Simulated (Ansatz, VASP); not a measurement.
# Two plane-wave programs on Mg2Si

INCAR

```
SYSTEM = Mg2Si
PREC = Accurate
ENCUT = 600
EDIFF = 1E-6
ISMEAR = 0
SIGMA = 0.1
LREAL = .False.
LASPH = .True.
NELM = 120
ALGO = Normal
ISIF = 2
LWAVE = .False.
LCHARG = .True.
GGA = PE
LELF = .True.
LVHAR = .True.
NBANDS = 11
GGA_COMPAT = .False.
```

File KPOINTS:

```
regular mesh
0
Gamma
  6 6 6
  0 0 0
```

Contents of POSCAR:

```
Mg2Si
1.0
    0.0000000000      3.1698179195      3.1698179195
    3.1698179195      0.0000000000      3.1698179195
    3.1698179195      3.1698179195      0.0000000000
Mg Si
2 1
Direct
    0.2500000000      0.2500000000      0.2500000000
    0.7500000000      0.7500000000      0.7500000000
    0.0000000000      0.0000000000      0.0000000000
```

Input for Ansatz:

```yaml
crystal:
  lattice:
    - [0.0, 3.1698179195, 3.1698179195]
    - [3.1698179195, 0.0, 3.1698179195]
    - [3.1698179195, 3.1698179195, 0.0]
  atoms:
    - { symbol: Mg, position: [0.25, 0.25, 0.25] }
    - { symbol: Mg, position: [0.75, 0.75, 0.75] }
    - { symbol: Si, position: [0.0, 0.0, 0.0] }
basis:
  ecutwfc: 420
kpoints:
  mp_grid: { grid: [6, 6, 6] }
hamiltonian:
  xc: pbe
scf:
  occupations: { method: gaussian, width: 0.1 }
output:
  forces: true
  stress: true
  eigenvalues: true
```

Alike in both runs: task single point; functional PBE; k mesh 6 × 6 × 6; occupations gaussian, width 0.1 eV; no spin polarisation.

```csv
,VASP,Ansatz
version,VASP 6.6.1,Ansatz 0.2.0
potentials or method,"VASP PAW PBE potentials, release 64 (Mg, Si), cutoff 600 eV","scalar-relativistic, plane waves, PAW"
valence electrons in the cell,8,24
```

|  | VASP | Ansatz | Ansatz less VASP |
| --- | --- | --- | --- |
| gap on the k mesh at the Fermi level (eV) | 0.20 | 0.20 | +0.002 |
| least direct gap on the mesh (eV) | 1.91 | 1.91 | +0.002 |
| pressure (GPa) | 0.5 | 0.6 | +0.13 |

The functional is the same, so the differences come from potentials, cutoffs and numerics. VASP's potentials hold 8 valence electrons a cell and Ansatz's 24, so a difference there can come from the potentials and not from the codes.
